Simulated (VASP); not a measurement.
# Al2Pt (Fm-3m) in VASP: density of states with PBEsol

Aim: the density of states of Al2Pt with PBEsol.

Everything below comes from runs of VASP 6.6.1. Logs are shortened: lines on timing, memory, paths and dates and some standing lists are left out, and cuts for length are marked.

## Step 1: The cell of the first run

The structure is cubic, space group Fm-3m (No. 225). The conventional cell has a = 5.897 Å, b = 5.897 Å, c = 5.897 Å, α = 90.00°, β = 90.00°, γ = 90.00°. Within 3.4 Å of Al (site symmetry -43m) lie 4 Pt at 2.55 Å and 6 Al at 2.95 Å. Pt (site symmetry m-3m) has 8 Al at 2.55 Å within 3.4 Å.

## Step 2: Density of states, PBEsol

The input, POSCAR:

```
Al2Pt
1.0
    0.0000000000      2.9482572954      2.9482572954
    2.9482572954      0.0000000000      2.9482572954
    2.9482572954      2.9482572954      0.0000000000
Al Pt
2 1
Direct
    0.2500000000      0.2500000000      0.2500000000
    0.7500000000      0.7500000000      0.7500000000
    0.0000000000      0.0000000000      0.0000000000
```

The input, INCAR.step1:

```
SYSTEM = Al2Pt
  ALGO = Fast
  EDIFF = 1E-7
  ENCUT = 520
  GGA = PS
  ISIF = 2
  ISMEAR = 0
  LASPH = .TRUE.
  LCHARG = .TRUE.
  LMAXMIX = 4
  LREAL = .FALSE.
  LWAVE = .FALSE.
  NBANDS = 15
  NELM = 100
  PREC = Accurate
  SIGMA = 0.1
```

The input, KPOINTS.step1:

```
k-points
0
G
  12 12 12
  0 0 0
```

The input, INCAR.step2:

```
SYSTEM = Al2Pt
  ALGO = Fast
  EDIFF = 1E-7
  ENCUT = 520
  GGA = PS
  ICHARG = 11
  ISIF = 2
  ISMEAR = -5
  LASPH = .TRUE.
  LCHARG = .FALSE.
  LMAXMIX = 4
  LORBIT = 10
  LREAL = .FALSE.
  LWAVE = .FALSE.
  NEDOS = 2001
  NELM = 100
  PREC = Accurate
  SIGMA = 0.1
```

The input, KPOINTS.step2:

```
k-points
0
G
  18 18 18
  0 0 0
```

Potentials or basis: VASP PAW PBE potentials, release 64 (Al, Pt).

Run with:

```sh
cat potpaw_PBE.64/Al/POTCAR potpaw_PBE.64/Pt/POTCAR > POTCAR
cp INCAR.step1 INCAR
cp KPOINTS.step1 KPOINTS
mpirun -np 1 vasp_std > vasp.out
cp INCAR.step2 INCAR
cp KPOINTS.step2 KPOINTS
mpirun -np 1 vasp_std > vasp.out
```

OUTCAR:

```text
SYSTEM = Al2Pt
   EDIFF = 1E-7
   ENCUT = 520
   GGA = PS
   ICHARG = 11
   ISIF = 2
   ISMEAR = -5
   LASPH = .TRUE.
   LORBIT = 10
   LREAL = .FALSE.
   NELM = 100
   PREC = Accurate

 ion  position               nearest neighbor table
   1  0.250  0.250  0.250-   3 2.55   3 2.55   3 2.55   3 2.55   2 2.95   2 2.95   2 2.95   2 2.95
                             2 2.95   2 2.95
   2  0.750  0.750  0.750-   3 2.55   3 2.55   3 2.55   3 2.55   1 2.95   1 2.95   1 2.95   1 2.95
                             1 2.95   1 2.95
   3  0.000  0.000  0.000-   1 2.55   2 2.55   2 2.55   2 2.55   2 2.55   1 2.55   1 2.55   1 2.55

  LATTYP: Found a face centered cubic cell.
 ALAT       =     5.8965145908

  Lattice vectors:

 A1 = (   0.0000000000,   2.9482572954,   2.9482572954)
 A2 = (   2.9482572954,   0.0000000000,   2.9482572954)
 A3 = (   2.9482572954,   2.9482572954,   0.0000000000)

Analysis of symmetry for initial positions (statically):
=====================================================================
 Subroutine PRICEL returns:
 Original cell was already a primitive cell.

 Routine SETGRP: Setting up the symmetry group for a
 face centered cubic supercell.

 Subroutine GETGRP returns: Found 48 space group operations
 (whereof 48 operations were pure point group operations)
 out of a pool of 48 trial point group operations.

The static configuration has the point symmetry O_h .

Analysis of symmetry for dynamics (positions and initial velocities):
=====================================================================
 Subroutine PRICEL returns:
 Original cell was already a primitive cell.

 Routine SETGRP: Setting up the symmetry group for a
 face centered cubic supercell.

 Subroutine GETGRP returns: Found 48 space group operations
 (whereof 48 operations were pure point group operations)
 out of a pool of 48 trial point group operations.

The dynamic configuration has the point symmetry O_h .

 Subroutine INISYM returns: Found 48 space group operations
 (whereof 48 operations are pure point group operations),
 and found     1 'primitive' translations

----------------------------------------------------------------------------------------

                                     Primitive cell

  volume of cell :      51.2538

  direct lattice vectors                    reciprocal lattice vectors
     0.000000000  2.948257295  2.948257295    -0.169591711  0.169591711  0.169591711
     2.948257295  0.000000000  2.948257295     0.169591711 -0.169591711  0.169591711
[... 105 lines left out ...]
   EFERMI_NEDOS =   21; number of points for ismear=-14 and -15
   IALGO  =     68    algorithm
   IMIX   =      4    mixing-type and parameters
     AMIX     =   0.40;   BMIX     =  1.00
     AMIX_MAG =   1.60;   BMIX_MAG =  1.00
  volume/ion in A,a.u.               =      17.08       115.29
  Fermi-wavevector in a.u.,A,eV,Ry     =   1.110553  2.098642 16.780458  1.233329
  Thomas-Fermi vector in A             =   2.247106
   LORBIT       =     10    0 simple, 1 ext, 2 COOP (PROOUT), +10 PAW based schemes
   GGA     = PS    functional components
   LHFCALC =     F    Hartree Fock is set to
   AEXX    =    0.0000 exact exchange contribution
   IVDW    =     0    specifies the selected vdW correction
   LEPSILON=     F    determine dielectric tensor
   LRPA    =     F    only Hartree local field effects (RPA)
 non-spin polarized calculation
 RMM-DIIS sequential band-by-band and
 Fermi weights with tetrahedron method with Bloechl corrections
  energy-cutoff  :      520.00
  volume of cell :       51.25
 maximum number of plane-waves:      1411

 number of electron      16.0000000 magnetization

 Free energy of the ion-electron system (eV)
  ---------------------------------------------------
  ext. energy  EPLUGINS =         0.00000000
  ---------------------------------------------------
  free energy    TOTEN  =       -17.76572922 eV

  energy without entropy =      -17.76572922  energy(sigma->0) =      -17.76572922

 E-fermi :   7.8770     XC(G=0): -10.8421

 val. band max:        7.9409781657   @ k =  -0.1111   0.1667   0.0556
 cond. band min:       7.8666036724   @ k =   0.3333   0.2778   0.0556
 fundamental gap:     -0.0743744933
 Fermi energy:         7.8770193953

 k-point     1 :       0.0000    0.0000    0.0000
  band No.  band energies     occupation
      1      -2.4134      2.00000
      2       2.7768      2.00000
      3       2.7768      2.00000
      4       2.7768      2.00000
      5       4.1424      2.00000
      6       4.1424      2.00000
      7      10.9134      0.00000
      8      11.6698      0.00000
      9      11.6698      0.00000
     10      11.6698      0.00000
     11      13.3363      0.00000
     12      13.3364      0.00000
[... 331 lines left out ...]
 k-point    24 :      -0.2222    0.0556    0.0000
  band No.  band energies     occupation
      1      -1.5969      2.00000
      2       2.3711      2.00000
      3       2.9859      2.00000
      4       3.0072      2.00000
      5       4.0399      2.00000
      6       4.1917      2.00000
      7       7.1385      2.10593
      8       9.5529      0.00000
      9      10.5630      0.00000
     10      11.7996      0.00000
     11      13.0121      0.00000
     12      13.2374      0.00000

 [... further k-points ...]
[... 5 lines left out ...]
  --------------------------------------------------------------------------------------
  -------------------------------------------------------------------------------------
  Total       -0.0058399     -0.0058399     -0.0058399     -0.0000000      0.0000000      0.0000000
  in kB       -0.1825527     -0.1825527     -0.1825527     -0.0000000      0.0000000      0.0000000
  external PRESSURE =      -0.1825527 kB  Pullay stress =       0.0000000 kB

 VOLUME and BASIS-vectors are now :
 -----------------------------------------------------------------------------
  energy-cutoff  :      520.00
  volume of cell :       51.25
      direct lattice vectors                 reciprocal lattice vectors
     0.000000000  2.948257295  2.948257295    -0.169591711  0.169591711  0.169591711
     2.948257295  0.000000000  2.948257295     0.169591711 -0.169591711  0.169591711
     2.948257295  2.948257295  0.000000000     0.169591711  0.169591711 -0.169591711

 POSITION                                       TOTAL-FORCE (eV/Angst)
 -----------------------------------------------------------------------------------
      1.47413      1.47413      1.47413        -0.000000     -0.000000     -0.000000
      4.42239      4.42239      4.42239         0.000000      0.000000      0.000000
      0.00000      0.00000      0.00000        -0.000000     -0.000000     -0.000000
 -----------------------------------------------------------------------------------
    total drift:                                0.000000     -0.000000      0.000000

  FREE ENERGIE OF THE ION-ELECTRON SYSTEM (eV)
  ---------------------------------------------------
  free  energy   TOTEN  =       -17.7657292218 eV

  energy  without entropy=      -17.7657292218  energy(sigma->0) =      -17.76572922

 total charge

# of ion       s       p       d       tot
------------------------------------------
    1        0.400   0.365   0.000   0.765
    2        0.400   0.365   0.000   0.765
    3        0.832   0.726   8.173   9.731
--------------------------------------------------
tot          1.632   1.456   8.173  11.261
```

OUTCAR.step1:

```text
SYSTEM = Al2Pt
   EDIFF = 1E-7
   ENCUT = 520
   GGA = PS
   ISIF = 2
[... 661 lines left out ...]
      1.47413      1.47413      1.47413        -0.000000     -0.000000     -0.000000
      4.42239      4.42239      4.42239         0.000000      0.000000      0.000000
      0.00000      0.00000      0.00000         0.000000     -0.000000     -0.000000
 -----------------------------------------------------------------------------------
    total drift:                                0.000000     -0.000000      0.000000

  FREE ENERGIE OF THE ION-ELECTRON SYSTEM (eV)
  ---------------------------------------------------
  free  energy   TOTEN  =       -17.7667154956 eV

  energy  without entropy=      -17.7608595606  energy(sigma->0) =      -17.76378753
```

It took 1.9 min on 1 thread of AMD EPYC 9R45 (Zen 5), shared host; peak memory 0.24 GiB.

Results:

```
Valence electrons inside the program's atomic spheres : Al 0.77; Pt 9.73
```

Caveat: the PAW data sets were made with another functional, which shifts forces and pressure a little; spin-orbit coupling is left out, which moves the levels of the heavy elements; tetrahedron occupations give inexact forces and stress in metals.
